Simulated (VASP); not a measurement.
Runs of VASP 6.6.1 on Ta. The structure is that of space group Pm-3m (No. 221), or close to it. The cells are those of the table. 

```tsv
task	cell	cutoff (eV)	gap on the mesh (eV)	pressure (GPa)
single point	a = 2.136 Å, 1 atom	520	none	497.1
relaxation of cell and atoms	relaxed to 480 GPa from a = 2.139 Å, 1 atom	600	none	480.0
relaxation of cell and atoms	relaxed to 480 GPa from a = 2.112 Å, 1 atom	600	none	479.9
single point	a = 2.139 Å, 1 atom	520	none	(a)
```

Alike in all rows: level PBE; potentials or basis VASP PAW PBE potentials, release 64 (Ta_pv); no spin polarisation; k mesh 18 × 18 × 18; smearing fermi-dirac 0.08 eV.

Question: Fill in the values left out.

Answer: (a) 490.4.

Caveats: spin-orbit coupling is left out, which moves the levels of the heavy elements; the cell is relaxed towards a set pressure, so the enthalpy falls and the energy may rise (some runs).

A k mesh can miss the band edges, and the runs leave out spin-orbit coupling on Ta.

A gap of «none» marks levels without a gap at the run's occupations.
